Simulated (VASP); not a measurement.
# Mg6O5 (a cell with a defect) in VASP: single point with PBE

Aim: the single point of Mg6O5 (a cell with a defect) with PBE.

Everything below comes from runs of VASP 6.6.1. Logs are shortened: lines on timing, memory, paths and dates and some standing lists are left out, and cuts for length are marked.

## Step 1: The cell of the first run

The cell holds a defect, 11 atoms: a = 5.634 Å, b = 5.634 Å, c = 5.634 Å, α = 90.00°, β = 90.00°, γ = 90.00°.

## Step 2: Single point, PBE (atoms taken out)

The input, INCAR:

```
ALGO = Normal ; EDIFF = 1E-6
ENCUT = 520 ; GGA = PE
ISIF = 2 ; ISMEAR = 0
LASPH = True ; LCHARG = False
LREAL = False ; LWAVE = False
NBANDS = 32 ; NELM = 60
PREC = Accurate ; SIGMA = 0.05
```

The input, KPOINTS:

```
k-points
0
Gamma
  4 4 4
```

The input, POSCAR:

```
Mg6O5
1.0
    5.6337039799      0.0000000000      0.0000000000
    0.0000000000      5.6337039799      0.0000000000
    0.0000000000      0.0000000000      5.6337039799
Mg O
6 5
Direct
    0.2500000000      0.0000000000      0.5000000000
    0.0000000000      0.5000000000      0.2500000000
    0.5000000000      0.7500000000      0.0000000000
    0.7500000000      0.0000000000      0.5000000000
    0.0000000000      0.5000000000      0.7500000000
    0.5000000000      0.2500000000      0.0000000000
    0.5000000000      0.0000000000      0.2500000000
    0.0000000000      0.7500000000      0.5000000000
    0.6000000000      0.5177503114      0.0000000000
    0.5000000000      0.0000000000      0.7500000000
    0.0000000000      0.2500000000      0.5000000000
```

Potentials or basis: VASP PAW PBE potentials, release 64 (Mg, O).

The run is started by

```sh
cat potpaw_PBE.64/Mg/POTCAR potpaw_PBE.64/O/POTCAR > POTCAR
mpirun -np 1 vasp_std > vasp.out
```

OUTCAR:

```text
EDIFF = 1E-6
   ENCUT = 520
   GGA = PE
   ISIF = 2
   ISMEAR = 0
   LASPH = True
   LREAL = False
   NELM = 60
   PREC = Accurate

 ion  position               nearest neighbor table
   1  0.250  0.000  0.500-   7 1.99   8 1.99  10 1.99  11 1.99   4 2.82   4 2.82   2 3.45   5 3.45
                             6 3.45   3 3.45   6 3.45   2 3.45   5 3.45   3 3.45
   2  0.000  0.500  0.250-   8 1.99  11 1.99   9 2.66   5 2.82   5 2.82   3 3.45   4 3.45   1 3.45
                             6 3.45   1 3.45   4 3.45   3 3.45   6 3.45
   3  0.500  0.750  0.000-   9 1.42   7 1.99  10 1.99   6 2.82   6 2.82   2 3.45   4 3.45   5 3.45
                             1 3.45   4 3.45   1 3.45   2 3.45   5 3.45
   4  0.750  0.000  0.500-   7 1.99   8 1.99  10 1.99  11 1.99   1 2.82   1 2.82   3 3.45   5 3.45
                             6 3.45   3 3.45   6 3.45   2 3.45   5 3.45   2 3.45
   5  0.000  0.500  0.750-   8 1.99  11 1.99   9 2.66   2 2.82   2 2.82   1 3.45   3 3.45   4 3.45
                             6 3.45   1 3.45   4 3.45   3 3.45   6 3.45
   6  0.500  0.250  0.000-   9 1.61   7 1.99  10 1.99   3 2.82   3 2.82   2 3.45   1 3.45   4 3.45
                             1 3.45   4 3.45   5 3.45   2 3.45   5 3.45
   7  0.500  0.000  0.250-   1 1.99   3 1.99   4 1.99   6 1.99
   8  0.000  0.750  0.500-   1 1.99   2 1.99   4 1.99   5 1.99
   9  0.600  0.518  0.000-   3 1.42   6 1.61   5 2.66   2 2.66
  10  0.500  0.000  0.750-   1 1.99   3 1.99   4 1.99   6 1.99
  11  0.000  0.250  0.500-   1 1.99   2 1.99   4 1.99   5 1.99

  LATTYP: Found a simple cubic cell.
 ALAT       =     5.6337039799

  Lattice vectors:

 A1 = (   5.6337039799,   0.0000000000,   0.0000000000)
 A2 = (   0.0000000000,   5.6337039799,   0.0000000000)
 A3 = (   0.0000000000,   0.0000000000,   5.6337039799)

Analysis of symmetry for initial positions (statically):
=====================================================================
 Subroutine PRICEL returns:
 Original cell was already a primitive cell.

 Routine SETGRP: Setting up the symmetry group for a
 simple cubic supercell.

 Subroutine GETGRP returns: Found  2 space group operations
 (whereof  2 operations were pure point group operations)
 out of a pool of 48 trial point group operations.

The static configuration has the point symmetry C_1h.

Analysis of symmetry for dynamics (positions and initial velocities):
=====================================================================
 Subroutine PRICEL returns:
 Original cell was already a primitive cell.

 Routine SETGRP: Setting up the symmetry group for a
 simple cubic supercell.

 Subroutine GETGRP returns: Found  2 space group operations
 (whereof  2 operations were pure point group operations)
 out of a pool of 48 trial point group operations.

The dynamic configuration has the point symmetry C_1h.

 Subroutine INISYM returns: Found  2 space group operations
 (whereof  2 operations are pure point group operations),
 and found     1 'primitive' translations

----------------------------------------------------------------------------------------

                                     Primitive cell

  volume of cell :     178.8060

  direct lattice vectors                    reciprocal lattice vectors
     5.633703980  0.000000000  0.000000000     0.177503114  0.000000000  0.000000000
     0.000000000  5.633703980  0.000000000     0.000000000  0.177503114  0.000000000
     0.000000000  0.000000000  5.633703980     0.000000000  0.000000000  0.177503114

  length of vectors
     5.633703980  5.633703980  5.633703980     0.177503114  0.177503114  0.177503114

  position of ions in fractional coordinates (direct lattice)
     0.250000000  0.000000000  0.500000000
     0.000000000  0.500000000  0.250000000
     0.500000000  0.750000000  0.000000000
     0.750000000  0.000000000  0.500000000
     0.000000000  0.500000000  0.750000000
     0.500000000  0.250000000  0.000000000
     0.500000000  0.000000000  0.250000000
     0.000000000  0.750000000  0.500000000
     0.600000000  0.517750311  0.000000000
     0.500000000  0.000000000  0.750000000
     0.000000000  0.250000000  0.500000000

  ion indices of the primitive-cell ions
   primitive index   ion index
                 1           1
                 2           2
                 3           3
                 4           4
                 5           5
                 6           6
                 7           7
                 8           8
                 9           9
                10          10
                11          11

----------------------------------------------------------------------------------------

 KPOINTS: k-points

Automatic generation of k-mesh.
 Grid dimensions read from file:
 generate k-points for:    4    4    4

 Generating k-lattice:

  Cartesian coordinates                     Fractional coordinates (reciprocal lattice)
     0.044375779  0.000000000  0.000000000     0.250000000  0.000000000  0.000000000
     0.000000000  0.044375779  0.000000000     0.000000000  0.250000000  0.000000000
     0.000000000  0.000000000  0.044375779     0.000000000  0.000000000  0.250000000

  Length of vectors
     0.044375779  0.044375779  0.044375779

  Shift w.r.t. Gamma in fractional coordinates (k-lattice)
     0.000000000  0.000000000  0.000000000

 Subroutine IBZKPT returns following result:
 ===========================================

 Found     30 irreducible k-points:

 Following reciprocal coordinates:
            Coordinates               Weight
  0.000000  0.000000  0.000000      1.000000
  0.250000  0.000000  0.000000      2.000000
  0.000000  0.250000  0.000000      2.000000
  0.000000  0.000000  0.250000      2.000000
  0.500000  0.000000  0.000000      1.000000
  0.000000  0.500000  0.000000      1.000000
[... 16 lines left out ...]
  0.500000  0.250000  0.250000      4.000000
  0.250000  0.500000  0.250000      4.000000
 [... further k-points ...]
   k-points           NKPTS =     30   k-points in BZ     NKDIM =     30   number of bands    NBANDS=     32
   number of dos      NEDOS =    301   number of ions     NIONS =     11
   total plane-waves  NPLWV =  74088
   dimension x,y,z NGX =    42 NGY =   42 NGZ =   42
   dimension x,y,z NGXF=    84 NGYF=   84 NGZF=   84
   ions per type =               6   5
   NGX,Y,Z   is equivalent  to a cutoff of  12.39, 12.39, 12.39 a.u.
   NGXF,Y,Z  is equivalent  to a cutoff of  24.79, 24.79, 24.79 a.u.
 SYSTEM =  unknown system
   PREC   = accura    normal or accurate (medium, high low for compatibility)
   ISTART =      0    job   : 0-new  1-cont  2-samecut
   ICHARG =      2    charge: 1-file 2-atom 10-const
   ISPIN  =      1    spin polarized calculation?
   LNONCOLLINEAR =      F non collinear calculations
   LSORBIT =      F    spin-orbit coupling
   LASPH  =      T    aspherical Exc in radial PAW
   ENCUT  =  520.0 eV  38.22 Ry    6.18 a.u.  10.47 10.47 10.47*2*pi/ulx,y,z
   NELM   =     60;   NELMIN=  2; NELMDL= -5     # of ELM steps
   EDIFF  = 0.1E-05   stopping-criterion for ELM
   LREAL  =      F    real-space projection
   EDIFFG = 0.1E-04   stopping-criterion for IOM
   NSW    =      0    number of steps for IOM
   IBRION =     -1    ionic relax: 0-MD 1-quasi-New 2-CG
   NFREE  =      0    steps in history (QN), initial steepest desc. (CG)
   ISIF   =      2    stress and relaxation
   ISYM   =      2    0-nonsym 1-usesym 2-fastsym
   POTIM  = 0.5000    time-step for ionic-motion
   TEBEG  =    0.0;   TEEND  =   0.0 temperature during run
   PSTRESS=    0.0 pullay stress
   NELECT =      42.0000    total number of electrons
   NUPDOWN=      -1.0000    fix difference up-down
   EMIN   =  10.00;   EMAX   =-10.00  energy-range for DOS
   EFERMI =   0.00;   METHOD = LEGACY
   ISMEAR =     0;   SIGMA  =   0.05  broadening in eV -4-tet -1-fermi 0-gaus
   EFERMI_NEDOS =   21; number of points for ismear=-14 and -15
   IALGO  =     38    algorithm
   IMIX   =      4    mixing-type and parameters
     AMIX     =   0.40;   BMIX     =  1.00
     AMIX_MAG =   1.60;   BMIX_MAG =  1.00
  volume/ion in A,a.u.               =      16.26       109.69
  Fermi-wavevector in a.u.,A,eV,Ry     =   1.010099  1.908810 13.882022  1.020300
  Thomas-Fermi vector in A             =   2.143067
   LORBIT       =      0    0 simple, 1 ext, 2 COOP (PROOUT), +10 PAW based schemes
   GGA     = PE    functional components
   LHFCALC =     F    Hartree Fock is set to
   AEXX    =    0.0000 exact exchange contribution
   IVDW    =     0    specifies the selected vdW correction
   LEPSILON=     F    determine dielectric tensor
   LRPA    =     F    only Hartree local field effects (RPA)
 non-spin polarized calculation
 Gauss-broadening in eV      SIGMA  =   0.05
  energy-cutoff  :      520.00
  volume of cell :      178.81
 maximum number of plane-waves:      4842
 NGX is ok and might be reduce to    42
   NGX = 21   NGY = 21   NGZ = 21

 number of electron      41.9999974 magnetization

 Free energy of the ion-electron system (eV)
  ---------------------------------------------------
  ext. energy  EPLUGINS =         0.00000000
  ---------------------------------------------------
  free energy    TOTEN  =       -53.20570729 eV

  energy without entropy =      -53.20570729  energy(sigma->0) =      -53.20570729

 E-fermi :   2.5414     XC(G=0):  -8.2781

 val. band max:        2.2889101535   @ k =   0.5000   0.5000   0.5000
 cond. band min:       2.8122776515   @ k =   0.0000   0.5000   0.0000
 fundamental gap:      0.5233674980
 Fermi energy:         2.5413787158

 k-point     1 :       0.0000    0.0000    0.0000
  band No.  band energies     occupation
      1     -16.4270      2.00000
      2     -16.1889      2.00000
      3     -15.8623      2.00000
      4     -15.7380      2.00000
      5     -15.4855      2.00000
      6      -3.6481      2.00000
[... 24 lines left out ...]
     31       8.8040      0.00000
     32       8.8721      0.00000
[... 774 lines left out ...]
      2     -16.0963      2.00000
      3     -16.0326      2.00000
      4     -15.9041      2.00000
      5     -15.5712      2.00000
      6      -3.0945      2.00000
[... 24 lines left out ...]
     31       9.6284      0.00000
     32       9.9444      0.00000

 [... further k-points ...]

------------------------ aborting loop because EDIFF is reached ----------------------------------------

  FORCE on cell =-STRESS in cart. coord.  units (eV):
  Direction    XX          YY          ZZ          XY          YZ          ZX
  --------------------------------------------------------------------------------------
  -------------------------------------------------------------------------------------
  Total        5.0000744     38.2163880      0.9370953     -7.2781008      0.0000000      0.0000000
  in kB       44.8027814    342.4350018      8.3967704    -65.2148618      0.0000000      0.0000000
  external PRESSURE =     131.8781845 kB  Pullay stress =       0.0000000 kB

 VOLUME and BASIS-vectors are now :
 -----------------------------------------------------------------------------
  energy-cutoff  :      520.00
  volume of cell :      178.81
      direct lattice vectors                 reciprocal lattice vectors
     5.633703980  0.000000000  0.000000000     0.177503114  0.000000000  0.000000000
     0.000000000  5.633703980  0.000000000     0.000000000  0.177503114  0.000000000
     0.000000000  0.000000000  5.633703980     0.000000000  0.000000000  0.177503114

 POSITION                                       TOTAL-FORCE (eV/Angst)
 -----------------------------------------------------------------------------------
      1.40843      0.00000      2.81685         0.121106      0.003521      0.000000
      0.00000      2.81685      1.40843        -0.278262      0.023177      0.273359
      2.81685      4.22528      0.00000        -8.984647     20.416536      0.000000
      4.22528      0.00000      2.81685        -0.151988     -0.023923      0.000000
      0.00000      2.81685      4.22528        -0.278262      0.023177     -0.273359
      2.81685      1.40843      0.00000        -3.041299     -7.479167      0.000000
      2.81685      0.00000      1.40843         0.033756      0.139073      0.099214
      0.00000      4.22528      2.81685        -0.142732     -0.181680      0.000000
      3.38022      2.91685      0.00000        12.871504    -13.248836      0.000000
      2.81685      0.00000      4.22528         0.033756      0.139073     -0.099214
      0.00000      1.40843      2.81685        -0.182932      0.189048      0.000000
 -----------------------------------------------------------------------------------
    total drift:                               -0.000517     -0.000021      0.000001

  FREE ENERGIE OF THE ION-ELECTRON SYSTEM (eV)
  ---------------------------------------------------
  free  energy   TOTEN  =       -53.2057072867 eV

  energy  without entropy=      -53.2057072867  energy(sigma->0) =      -53.20570729
```

Run time: 6 min. Hardware: 1 thread of Intel Xeon 8259CL, shared host; peak memory 0.33 GiB.

Results:

| Property | Result |
| --- | --- |
| Free energy | -53.2057 eV |
| Pressure | 13.2 GPa |
| Largest force | 22.306 eV/Å |
| Band gap on the k mesh | 0.52 eV |

Forces in eV/Å, atoms in the order of the input:
```
Mg    0.121   0.004   0.000
Mg   -0.278   0.023   0.273
Mg   -8.985  20.417   0.000
Mg   -0.152  -0.024   0.000
Mg   -0.278   0.023  -0.273
Mg   -3.041  -7.479   0.000
O     0.034   0.139   0.099
O    -0.143  -0.182   0.000
O    12.872 -13.249   0.000
O     0.034   0.139  -0.099
O    -0.183   0.189   0.000
```

Stress tensor (GPa, compression positive):
```
 4.48 -6.52  0.00
-6.52 34.24  0.00
 0.00  0.00  0.84
```

Caveat: the cell differs from its parent crystal (atoms taken out); atoms lie so close that the PAW spheres overlap strongly, which falsifies energies and pressures.
